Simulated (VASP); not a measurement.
Write the native input for VASP 6.6.1 that does the following.

```yaml
Task: single point
Functional: PBEsol
Potentials_or_basis: VASP PAW PBE potentials, release 64 (Hg)
Cutoff: 500 eV
k_mesh: 7 × 7 × 7
Occupations: fermi-dirac, width 0.1 eV
Spin: no spin polarisation
Dipole_correction: no
Further_INCAR_settings: ALGO = Normal; EDIFF = 1e-06; NBANDS = 19
```

The structure of Hg lies in POSCAR:

```
Hg
1.0
    0.0000000000      2.7561530468      2.7561530468
    2.7561530468      0.0000000000      2.7561530468
    2.7561530468      2.7561530468      0.0000000000
Hg
2
Direct
    1.0000000000      1.0000000000      1.0000000000
    0.2500000000      0.2500000000      0.2500000000
```

The input as run:

INCAR

```
PREC = Accurate ; ENCUT = 500
EDIFF = 1E-6 ; ISMEAR = -1
SIGMA = 0.1 ; LREAL = F
LASPH = T ; NELM = 120
ALGO = Normal ; ISIF = 2
LWAVE = F ; LCHARG = F
GGA = PS ; NBANDS = 19
GGA_COMPAT = F
```

KPOINTS

```
regular mesh
0
Gamma
  7 7 7
```

Potentials or basis: VASP PAW PBE potentials, release 64 (Hg).

Run with:

```bash
$ cat potpaw_PBE.64/Hg/POTCAR > POTCAR
$ mpirun -np 1 vasp_std > vasp.out
```

Results of the run:

- Pressure: 63.9 GPa
- Band gap on the k mesh: zero (bands 12 and 13 overlap by 8.99 eV)

Caveat: the cell stands under pressure; the PAW data sets were made with another functional, which shifts forces and pressure a little; spin-orbit coupling is left out, which moves the levels of the heavy elements.

Run time: 14 s on 1 thread of Intel(R) Xeon(R) Platinum 8259CL CPU @ 2.50GHz (Skylake/Cascade Lake) (shared host), peak memory 0.15 GiB.
